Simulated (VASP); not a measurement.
Runs of VASP 6.6.1 on HfBeP2. The structure is that of space group P6/mmm (No. 191), or close to it. The cells are those of the table. The cell was built from a structure type or drawn by symmetry, and may not be a known phase.

```tsv
task	cell	k mesh	cutoff (eV)	gap on the mesh (eV)	pressure (GPa)	relaxed volume (Å³/atom)
single point	a = 4.357, b = 4.357, c = 7.150 Å, angles 90.0, 90.0, 120.0°, 4 atoms	6 × 6 × 4	520	none	-11.0	-
single point	a = 4.029, b = 4.029, c = 4.696 Å, angles 90.0, 90.0, 120.0°, 4 atoms	12 × 12 × 10	520	none	(b)	-
relaxation of cell and atoms	relaxed from a = 3.994, b = 3.994, c = 4.725 Å, angles 90.0, 90.0, 120.0°, 4 atoms	12 × 12 × 10	600	none	0.0	16.44
relaxation of cell and atoms	relaxed from a = 4.357, b = 4.357, c = 7.150 Å, angles 90.0, 90.0, 120.0°, 4 atoms	6 × 6 × 4	600	none	0.0	(a)
single point	a = 3.994, b = 3.994, c = 4.725 Å, angles 90.0, 90.0, 120.0°, 4 atoms	6 × 6 × 4	520	none	-0.2	-
```

Alike in all rows: level PBE; potentials or basis VASP PAW PBE potentials, release 64 (Hf_pv, Be, P); no spin polarisation; smearing gaussian 0.1 eV.

**Question.** Fill in the values left out.

**Answer.** (a) 16.26; (b) -0.3.

Caveats: spin-orbit coupling is left out, which moves the levels of the heavy elements; the cell stands under tension (at least some runs); the volume moved by over 15 % at a fixed basis, so the end points are rough (at least some runs).

A k mesh can miss the band edges, and the runs leave out spin-orbit coupling on Hf.

A gap of «none» marks levels without a gap at the run's occupations.
